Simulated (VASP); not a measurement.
A run of VASP 6.6.1:

Contents of INCAR:

```
ALGO = Fast ; EDIFF = 1E-6
EDIFFG = -0.005 ; ENCUT = 600
GGA = PS ; IBRION = 2
ISIF = 3 ; ISMEAR = 0
LASPH = T ; LCHARG = F
LREAL = F ; LWAVE = F
NELM = 60 ; NSW = 70
PREC = Accurate ; SIGMA = 0.1
```

KPOINTS

```
k-points
0
Gamma
  14 14 14
```

The input POSCAR:

```
Sn
1.0
   -2.9643162537      2.9643162537      1.6163469651
    2.9643162537     -2.9643162537      1.6163469651
    2.9643162537      2.9643162537     -1.6163469651
Sn
2
Direct
    0.7500000000      0.2500000000      0.5000000000
    0.0000000000      0.0000000000      0.0000000000
```

Potentials or basis: VASP PAW PBE potentials, release 64 (Sn_d).

Launch:

```console
$ cat potpaw_PBE.64/Sn_d/POTCAR > POTCAR
$ mpirun -np 1 vasp_std > vasp.out
```

Hardware: 1 thread of Intel(R) Xeon(R) Platinum 8559C (Emerald Rapids), with other jobs on the host.

Problem. How long does it take, and how much memory?

Solution. Run time: 6.2 min on 1 thread of Intel(R) Xeon(R) Platinum 8559C (Emerald Rapids), on a shared host, peak memory 0.4 GiB. Counts: scf iterations 30, k points 244, ion steps 3.
